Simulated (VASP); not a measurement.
# HfB in VASP: notebook

Runs on HfB. Level: PBE. Tasks: electric field gradients.

Program: VASP 6.6.1. These are calculated values, not measurements. Logs are shortened: lines on timing, memory, paths and dates and some standing lists are left out, and cuts for length are marked.

## (1) The cell of the first run

The structure is cubic, space group Fm-3m (No. 225). The conventional cell has a = 4.658 Å, b = 4.658 Å, c = 4.658 Å, α = 90.00°, β = 90.00°, γ = 90.00°. Within 3.1 Å of Hf (site symmetry m-3m) lie 6 B at 2.33 Å. Within 3.1 Å of B (site symmetry m-3m) lie 6 Hf at 2.33 Å.

## (2) Electric field gradients, PBE (volume scaled by 1.025)

File INCAR:

```
SYSTEM = HfB
  ALGO = Normal
  EDIFF = 1E-8
  ENCUT = 520
  GGA = PE
  ISIF = 2
  ISMEAR = -1
  LASPH = .True.
  LCHARG = .False.
  LEFG = .True.
  LREAL = .False.
  LWAVE = .False.
  NBANDS = 14
  NELM = 60
  PREC = Accurate
  SIGMA = 0.05
```

File KPOINTS:

```
k-points
0
Gamma
  15 15 15
  0 0 0
```

File POSCAR:

```
HfB
1.0
    0.0000000000      2.3290917749      2.3290917749
    2.3290917749      0.0000000000      2.3290917749
    2.3290917749      2.3290917749      0.0000000000
Hf B
1 1
Direct
    0.5000000000      0.5000000000      0.5000000000
    0.0000000000      0.0000000000      0.0000000000
```

Potentials or basis: VASP PAW PBE potentials, release 64 (Hf_pv, B).

Run with:

```sh
$ cat potpaw_PBE.64/Hf_pv/POTCAR potpaw_PBE.64/B/POTCAR > POTCAR
$ mpirun -np 1 vasp_std > vasp.out
```

OUTCAR:

```text
SYSTEM = HfB
   EDIFF = 1E-8
   ENCUT = 520
   GGA = PE
   ISIF = 2
   ISMEAR = -1
   LASPH = .True.
   LREAL = .False.
   NELM = 60
   PREC = Accurate

 ion  position               nearest neighbor table
   1  0.500  0.500  0.500-   2 2.33   2 2.33   2 2.33   2 2.33   2 2.33   2 2.33
   2  0.000  0.000  0.000-   1 2.33   1 2.33   1 2.33   1 2.33   1 2.33   1 2.33

  LATTYP: Found a face centered cubic cell.
 ALAT       =     4.6581835498

  Lattice vectors:

 A1 = (   0.0000000000,   2.3290917749,   2.3290917749)
 A2 = (   2.3290917749,   0.0000000000,   2.3290917749)
 A3 = (   2.3290917749,   2.3290917749,   0.0000000000)

Analysis of symmetry for initial positions (statically):
=====================================================================
 Subroutine PRICEL returns:
 Original cell was already a primitive cell.

 Routine SETGRP: Setting up the symmetry group for a
 face centered cubic supercell.

 Subroutine GETGRP returns: Found 48 space group operations
 (whereof 48 operations were pure point group operations)
 out of a pool of 48 trial point group operations.

The static configuration has the point symmetry O_h .

Analysis of symmetry for dynamics (positions and initial velocities):
=====================================================================
 Subroutine PRICEL returns:
 Original cell was already a primitive cell.

 Routine SETGRP: Setting up the symmetry group for a
 face centered cubic supercell.

 Subroutine GETGRP returns: Found 48 space group operations
 (whereof 48 operations were pure point group operations)
 out of a pool of 48 trial point group operations.

The dynamic configuration has the point symmetry O_h .

 Subroutine INISYM returns: Found 48 space group operations
 (whereof 48 operations are pure point group operations),
 and found     1 'primitive' translations

----------------------------------------------------------------------------------------

                                     Primitive cell

  volume of cell :      25.2691

  direct lattice vectors                    reciprocal lattice vectors
     0.000000000  2.329091775  2.329091775    -0.214675955  0.214675955  0.214675955
     2.329091775  0.000000000  2.329091775     0.214675955 -0.214675955  0.214675955
     2.329091775  2.329091775  0.000000000     0.214675955  0.214675955 -0.214675955

  length of vectors
     3.293833176  3.293833176  3.293833176     0.371829660  0.371829660  0.371829660

  position of ions in fractional coordinates (direct lattice)
     0.500000000  0.500000000  0.500000000
     0.000000000  0.000000000  0.000000000

  ion indices of the primitive-cell ions
   primitive index   ion index
                 1           1
                 2           2

----------------------------------------------------------------------------------------

 KPOINTS: k-points

Automatic generation of k-mesh.
 Grid dimensions read from file:
 generate k-points for:   15   15   15

 Generating k-lattice:

  Cartesian coordinates                     Fractional coordinates (reciprocal lattice)
    -0.014311730  0.014311730  0.014311730     0.066666667  0.000000000  0.000000000
     0.014311730 -0.014311730  0.014311730     0.000000000  0.066666667  0.000000000
     0.014311730  0.014311730 -0.014311730     0.000000000  0.000000000  0.066666667

  Length of vectors
     0.024788644  0.024788644  0.024788644

  Shift w.r.t. Gamma in fractional coordinates (k-lattice)
     0.000000000  0.000000000  0.000000000

 Subroutine IBZKPT returns following result:
 ===========================================

 Found    120 irreducible k-points:

 Following reciprocal coordinates:
            Coordinates               Weight
  0.000000  0.000000  0.000000      1.000000
  0.066667  0.000000  0.000000      8.000000
  0.133333  0.000000  0.000000      8.000000
  0.200000  0.000000  0.000000      8.000000
  0.266667  0.000000  0.000000      8.000000
  0.333333  0.000000  0.000000      8.000000
[... 16 lines left out ...]
  0.133333  0.133333  0.000000      6.000000
  0.200000  0.133333  0.000000     24.000000
 [... further k-points ...]
   k-points           NKPTS =    120   k-points in BZ     NKDIM =    120   number of bands    NBANDS=     14
   number of dos      NEDOS =    301   number of ions     NIONS =      2
   total plane-waves  NPLWV =  13824
   dimension x,y,z NGX =    24 NGY =   24 NGZ =   24
   dimension x,y,z NGXF=    48 NGYF=   48 NGZF=   48
   ions per type =               1   1
   NGX,Y,Z   is equivalent  to a cutoff of  12.11, 12.11, 12.11 a.u.
   NGXF,Y,Z  is equivalent  to a cutoff of  24.23, 24.23, 24.23 a.u.
 SYSTEM =  HfB
   PREC   = accura    normal or accurate (medium, high low for compatibility)
   ISTART =      0    job   : 0-new  1-cont  2-samecut
   ICHARG =      2    charge: 1-file 2-atom 10-const
   ISPIN  =      1    spin polarized calculation?
   LNONCOLLINEAR =      F non collinear calculations
   LSORBIT =      F    spin-orbit coupling
   LASPH  =      T    aspherical Exc in radial PAW
   ENCUT  =  520.0 eV  38.22 Ry    6.18 a.u.   6.12  6.12  6.12*2*pi/ulx,y,z
   NELM   =     60;   NELMIN=  2; NELMDL= -5     # of ELM steps
   EDIFF  = 0.1E-07   stopping-criterion for ELM
   LREAL  =      F    real-space projection
   EDIFFG = 0.1E-06   stopping-criterion for IOM
   NSW    =      0    number of steps for IOM
   IBRION =     -1    ionic relax: 0-MD 1-quasi-New 2-CG
   NFREE  =      0    steps in history (QN), initial steepest desc. (CG)
   ISIF   =      2    stress and relaxation
   ISYM   =      2    0-nonsym 1-usesym 2-fastsym
   POTIM  = 0.5000    time-step for ionic-motion
   TEBEG  =    0.0;   TEEND  =   0.0 temperature during run
   PSTRESS=    0.0 pullay stress
   NELECT =      13.0000    total number of electrons
   NUPDOWN=      -1.0000    fix difference up-down
   EMIN   =  10.00;   EMAX   =-10.00  energy-range for DOS
   EFERMI =   0.00;   METHOD = LEGACY
   ISMEAR =    -1;   SIGMA  =   0.05  broadening in eV -4-tet -1-fermi 0-gaus
   EFERMI_NEDOS =   21; number of points for ismear=-14 and -15
   IALGO  =     38    algorithm
   IMIX   =      4    mixing-type and parameters
     AMIX     =   0.40;   BMIX     =  1.00
     AMIX_MAG =   1.60;   BMIX_MAG =  1.00
  volume/ion in A,a.u.               =      12.63        85.26
  Fermi-wavevector in a.u.,A,eV,Ry     =   1.311775  2.478895 23.412275  1.720754
  Thomas-Fermi vector in A             =   2.442213
   LORBIT       =      0    0 simple, 1 ext, 2 COOP (PROOUT), +10 PAW based schemes
   GGA     = PE    functional components
   LHFCALC =     F    Hartree Fock is set to
   AEXX    =    0.0000 exact exchange contribution
   IVDW    =     0    specifies the selected vdW correction
   LEPSILON=     F    determine dielectric tensor
   LRPA    =     F    only Hartree local field effects (RPA)
 non-spin polarized calculation
  energy-cutoff  :      520.00
  volume of cell :       25.27
 maximum number of plane-waves:       701
   NGX = 13   NGY = 13   NGZ = 13

 number of electron      13.0000000 magnetization

 Free energy of the ion-electron system (eV)
  ---------------------------------------------------
  ext. energy  EPLUGINS =         0.00000000
  ---------------------------------------------------
  free energy    TOTEN  =       -17.26099690 eV

  energy without entropy =      -17.25322015  energy(sigma->0) =      -17.25710853

 E-fermi :   4.9934     XC(G=0): -12.1852

 val. band max:        4.9700616760   @ k =  -0.1333   0.2000   0.0667
 cond. band min:       5.0009994334   @ k =   0.4000   0.2667   0.1333
 fundamental gap:      0.0309377574
 Fermi energy:         4.9933600763

 k-point     1 :       0.0000    0.0000    0.0000
  band No.  band energies     occupation
      1     -23.4620      2.00000
      2     -23.4620      2.00000
      3     -23.4620      2.00000
      4      -4.5254      2.00000
      5       7.1441      0.00000
      6       7.1441      0.00000
      7       7.1441      0.00000
      8       8.8559      0.00000
      9       8.8559      0.00000
     10       8.8559      0.00000
     11       9.1006      0.00000
     12       9.1006      0.00000
     13      16.5475      0.00000
     14      17.6047      0.00000

 k-point     2 :       0.0667    0.0000    0.0000
  band No.  band energies     occupation
      1     -23.4928      2.00000
      2     -23.4651      2.00000
      3     -23.4651      2.00000
      4      -4.4001      2.00000
      5       6.6827      0.00000
      6       7.0510      0.00000
      7       7.0510      0.00000
      8       7.9853      0.00000
      9       7.9853      0.00000
     10       9.1076      0.00000
     11      10.3166      0.00000
     12      10.3166      0.00000
     13      16.8712      0.00000
     14      17.7556      0.00000

 k-point     3 :       0.1333    0.0000    0.0000
  band No.  band energies     occupation
      1     -23.5788      2.00000
      2     -23.4740      2.00000
      3     -23.4740      2.00000
      4      -4.0352      2.00000
      5       5.7577      0.00000
      6       6.3617      0.00000
      7       6.3617      0.00000
      8       7.9407      0.00000
      9       7.9407      0.00000
     10       9.4776      0.00000
     11      11.7953      0.00000
     12      11.7953      0.00000
     13      17.7630      0.00000
     14      18.1352      0.00000
[... 324 lines left out ...]
 k-point    23 :       0.1333    0.1333    0.0000
  band No.  band energies     occupation
      1     -23.5704      2.00000
      2     -23.5017      2.00000
      3     -23.5017      2.00000
      4      -3.8829      2.00000
      5       5.3097      0.00357
      6       6.3734      0.00000
      7       6.6209      0.00000
      8       6.6209      0.00000
      9       9.3723      0.00000
     10      10.2557      0.00000
     11      10.2557      0.00000
     12      12.9076      0.00000
     13      18.1343      0.00000
     14      18.4799      0.00000

 k-point    24 :       0.2000    0.1333    0.0000
  band No.  band energies     occupation
      1     -23.6511      2.00000
      2     -23.5212      2.00000
      3     -23.5139      2.00000
      4      -3.4748      2.00000
      5       4.5150      1.99986
      6       5.6605      0.00000
      7       6.3184      0.00000
      8       6.9324      0.00000
      9       9.3916      0.00000
     10      10.7065      0.00000
     11      11.2990      0.00000
     12      13.9512      0.00000
     13      18.9303      0.00000
     14      19.0789      0.00000

 [... further k-points ...]

------------------------ aborting loop because EDIFF is reached ----------------------------------------

  FORCE on cell =-STRESS in cart. coord.  units (eV):
  Direction    XX          YY          ZZ          XY          YZ          ZX
  --------------------------------------------------------------------------------------
  -------------------------------------------------------------------------------------
  Total        3.7860805      3.7860805      3.7860805      0.0000000      0.0000000      0.0000000
  in kB      240.0549288    240.0549288    240.0549288      0.0000000      0.0000000      0.0000000
  external PRESSURE =     240.0549288 kB  Pullay stress =       0.0000000 kB

 VOLUME and BASIS-vectors are now :
 -----------------------------------------------------------------------------
  energy-cutoff  :      520.00
  volume of cell :       25.27
      direct lattice vectors                 reciprocal lattice vectors
     0.000000000  2.329091775  2.329091775    -0.214675955  0.214675955  0.214675955
     2.329091775  0.000000000  2.329091775     0.214675955 -0.214675955  0.214675955
     2.329091775  2.329091775  0.000000000     0.214675955  0.214675955 -0.214675955

 POSITION                                       TOTAL-FORCE (eV/Angst)
 -----------------------------------------------------------------------------------
      2.32909      2.32909      2.32909         0.000000      0.000000     -0.000000
      0.00000      0.00000      0.00000        -0.000000     -0.000000      0.000000
 -----------------------------------------------------------------------------------
    total drift:                                0.000000     -0.000000      0.000000

  FREE ENERGIE OF THE ION-ELECTRON SYSTEM (eV)
  ---------------------------------------------------
  free  energy   TOTEN  =       -17.2609969018 eV

  energy  without entropy=      -17.2532201543  energy(sigma->0) =      -17.25710853

 Electric field gradients (V/A^2)
---------------------------------------------------------------------
 ion       V_xx      V_yy      V_zz      V_xy      V_xz      V_yz
---------------------------------------------------------------------
   1      -0.000     0.000     0.000     0.000     0.000     0.000
   2       0.000     0.000     0.000     0.000     0.000     0.000
---------------------------------------------------------------------

 Electric field gradients after diagonalization (V/A^2)
 (convention: |V_zz| > |V_xx| > |V_yy|)
----------------------------------------------------------------------
 ion       V_xx      V_yy      V_zz     asymmetry (V_yy - V_xx)/ V_zz
----------------------------------------------------------------------
   1      -0.000    -0.000     0.000       0.000
   2      -0.000    -0.000     0.000       0.000
----------------------------------------------------------------------

           NMR quadrupolar parameters

 Cq : quadrupolar parameter    Cq=e*Q*V_zz/h
 eta: asymmetry parameters     (V_yy - V_xx)/ V_zz
 Q  : nuclear electric quadrupole moment in mb (millibarn)
----------------------------------------------------------------------
 ion       Cq(MHz)       eta       Q (mb)
----------------------------------------------------------------------
   1       0.000       0.000       1.000
   2       0.000       0.000       1.000
----------------------------------------------------------------------
```

Wall time 54 s (1 thread of Intel Xeon 8259CL, shared host); peak memory 0.17 GiB.

Results:

- Free energy: -17.2610 eV
- Pressure: 24.0 GPa

Caveat: without QUAD_EFG the Cq values of the log hold for a quadrupole moment of 1 mb, not for the nuclei; spin-orbit coupling is left out, which moves the levels of the heavy elements.

(Part 1 of 3 ends here.)
